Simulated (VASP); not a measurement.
Runs of VASP 6.6.1 on Cd7W. The structure is that of space group Fm-3m (No. 225), or close to it. The cells are those of the table. The cell was generated, and may not be a known phase.

```tsv
task	cell	k mesh	cutoff (eV)	gap on the mesh (eV)	pressure (GPa)
relaxation of cell and atoms	relaxed from a = 6.868 Å, angles 60.0°, 8 atoms	4 × 4 × 4	600	none	-0.2
single point	a = 6.144 Å, angles 60.0°, 8 atoms	8 × 8 × 8	520	none	0.4
single point	a = 6.155 Å, angles 60.0°, 8 atoms	4 × 4 × 4	520	none	(a)
single point	a = 6.868 Å, angles 60.0°, 8 atoms	4 × 4 × 4	520	none	-10.0
```

Alike in all rows: level PBE; potentials or basis VASP PAW PBE potentials, release 64 (Cd, W_sv); no spin polarisation; smearing gaussian 0.1 eV.

**Question.** Fill in the values left out.

**Answer.** (a) 0.3.

Caveats: spin-orbit coupling is left out, which moves the levels of the heavy elements; the cell stands under tension (at least some runs).

A k mesh can miss the band edges, and the runs leave out spin-orbit coupling on Cd, W.

A gap of «none» marks levels without a gap at the run's occupations.
